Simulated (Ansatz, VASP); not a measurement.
ZnNi: VASP beside Ansatz

```
CELL_PARAMETERS angstrom
2.80663 0.00000 0.00000
0.00000 2.80663 0.00000
0.00000 0.00000 2.80663
ATOMIC_POSITIONS crystal
Zn 0.50000 0.50000 0.50000
Ni 0.00000 0.00000 0.00000
```

Alike in both runs: functional LDA; k mesh 14 × 14 × 14; occupations gaussian, width 0.1 eV; no spin polarisation.

Ansatz relaxed the structure, and its values are those at the end. VASP's run is a single point on that final structure, the one shown.

```csv
,VASP,Ansatz
version,VASP 6.6.1,Ansatz 0.2.0
potentials or method,"VASP PAW LDA potentials, release 64 (Zn, Ni), cutoff 520 eV","scalar-relativistic, plane waves, PAW"
valence electrons in the cell,22,30
```

VASP gave:

```
gap on the k mesh at the Fermi level (eV) : none
pressure (GPa)                            : 1.1
```

Problem. Which values does Ansatz return?

Solution. gap on the k mesh at the Fermi level (eV): none; pressure (GPa): 0.0.

LDA's correlation is that of Perdew and Zunger in VASP and of Perdew and Wang (1992) in Ansatz. A gap of «none» marks a metal or a gap that the smearing closes. VASP's potentials hold 22 valence electrons a cell and Ansatz's 30, so a difference there can come from the potentials and not from the codes.
